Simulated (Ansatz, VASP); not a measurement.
# Two plane-wave programs on BaTiO3

Contents of POSCAR:

```
BaTiO3
1.0
    2.8400536833      1.6397057586      2.3314328269
   -2.8400536833      1.6397057586      2.3314328269
    0.0000000000     -3.2794115171      2.3314328269
Ba Ti O
1 1 3
Direct
   -0.0186609350     -0.0186609350     -0.0186609350
    0.5162478494      0.5162478494      0.5162478494
    0.4897536543      0.4897536543      0.9801597377
    0.4897536543      0.9801597377      0.4897536543
    0.9801597377      0.4897536543      0.4897536543
```

INCAR.step1

```
SYSTEM = BaTiO3
ALGO = Normal
EDIFF = 1E-4
ENCUT = 520
GGA = PE
ISMEAR = 0
LASPH = .True.
LCHARG = .False.
LREAL = .False.
LWAVE = .True.
NBANDS = 28
NELM = 60
PREC = Accurate
SIGMA = 0.05
```

INCAR.step2

```
SYSTEM = BaTiO3
ALGO = Normal
EDIFF = 1E-6
ENCUT = 520
ISIF = 2
ISMEAR = 0
ISTART = 1
LASPH = .True.
LCHARG = .False.
LMIXTAU = .True.
LREAL = .False.
LWAVE = .False.
METAGGA = R2SCAN
NBANDS = 28
NELM = 60
PREC = Accurate
SIGMA = 0.05
```

Contents of KPOINTS:

```
k-points
0
Gamma
  6 6 6
  0 0 0
```

Input for Ansatz:

```yaml
crystal:
  lattice:
    - [2.8400536833, 1.6397057586, 2.3314328269]
    - [-2.8400536833, 1.6397057586, 2.3314328269]
    - [0.0, -3.2794115171, 2.3314328269]
  atoms:
    - { symbol: Ba, position: [-0.018660935, -0.018660935, -0.018660935] }
    - { symbol: Ti, position: [0.5162478494, 0.5162478494, 0.5162478494] }
    - { symbol: O, position: [0.4897536543, 0.4897536543, 0.9801597377] }
    - { symbol: O, position: [0.4897536543, 0.9801597377, 0.4897536543] }
    - { symbol: O, position: [0.9801597377, 0.4897536543, 0.4897536543] }
basis:
  ecutwfc: 500
kpoints:
  mp_grid: { grid: [6, 6, 6] }
hamiltonian:
  xc: r2scan
scf:
  occupations: { method: gaussian, width: 0.05 }
output:
  forces: true
  stress: true
  eigenvalues: true
```

Change from the starting cell: all Ba atoms moved +0.150 Å, as atom 1 towards its neighbour atom 2 (Ti) at 3.403 Å.

Alike in both runs: task single point; functional r2SCAN; k mesh 6 × 6 × 6; occupations gaussian, width 0.05 eV; no spin polarisation.

|  | VASP | Ansatz |
| --- | --- | --- |
| version | VASP 6.6.1 | Ansatz 0.2.0 |
| potentials or method | VASP PAW PBE potentials, release 64 (Ba_sv, Ti_sv, O), cutoff 520 eV | scalar-relativistic, plane waves, PAW |
| valence electrons in the cell | 40 | 40 |

Ansatz gave:

| Quantity | Value |
| --- | --- |
| gap on the k mesh at the Fermi level (eV) | 2.85 |
| least direct gap on the mesh (eV) | 3.27 |
| pressure (GPa) | 0.3 |
| traceless stress, the component that is largest in VASP (GPa) | 0.64 |
| rms of the force components (eV/Å) | 0.287 |

Q: What did VASP give for the same quantities?

A: gap on the k mesh at the Fermi level (eV): 2.82; least direct gap on the mesh (eV): 3.28; pressure (GPa): 2.2; traceless stress, the component that is largest in VASP (GPa): 0.56; rms of the force components (eV/Å): 0.325.

VASP's potentials were made for PBE, not for r2SCAN. Atom by atom the forces differ by 0.071 eV/Å (rms over components). The functional is the same, so the differences come from potentials, cutoffs and numerics.

Neither program's run includes spin-orbit coupling.
